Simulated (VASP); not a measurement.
## MgS: single point with r2SCAN

The system is MgS.

```
Mg S
1.0
     0.00000    2.60152    2.60152
     2.60152    0.00000    2.60152
     2.60152    2.60152    0.00000
Mg S
1 1
Direct
  0.00000 0.00000 0.00000
  0.50000 0.50000 0.50000
```

```json
{
  "Program": "VASP 6.6.1",
  "Task": "single point",
  "Functional": "r2SCAN",
  "Potentials or basis": "VASP PAW PBE potentials, release 64 (Mg, S)",
  "Cutoff": "520 eV",
  "k mesh": "8 × 8 × 8",
  "Occupations": "fermi-dirac, width 0.02 eV",
  "Spin": "no spin polarisation",
  "Dipole correction": "no",
  "Further INCAR settings": "ALGO = Normal; EDIFF = 1e-07; NBANDS = 11"
}
```

| Item | Value |
| --- | --- |
| Pressure | -0.5 GPa |
| Band gap on the k mesh | 3.43 eV, indirect (least direct gap 4.62 eV) |

Levels at points of the mesh, in eV from the valence-band top:
| k point | band 1 | band 2 | band 3 | band 4 | band 5 | band 6 | band 7 | band 8 |
| --- | --- | --- | --- | --- | --- | --- | --- | --- |
| (0.00, 0.00, 0.00) | -13.18 | 0.00 | 0.00 | 0.00 | 4.62 | 8.53 | 8.53 | 8.53 |
| (0.50, 0.00, 0.00) | -11.85 | -4.88 | -0.62 | -0.62 | 5.22 | 7.50 | 7.50 | 11.24 |
| (0.50, 0.50, 0.00) | -11.47 | -4.27 | -1.73 | -1.73 | 3.43 | 4.93 | 13.14 | 13.49 |

It took 32 s on 1 thread of Intel(R) Xeon(R) 6975P-C (Granite Rapids), on a shared host, peak memory 0.17 GiB.

Caveat: the PAW data sets were made with another functional, which shifts forces and pressure a little. r2SCAN opens gaps a little over a GGA but as a rule still falls short of measured ones.
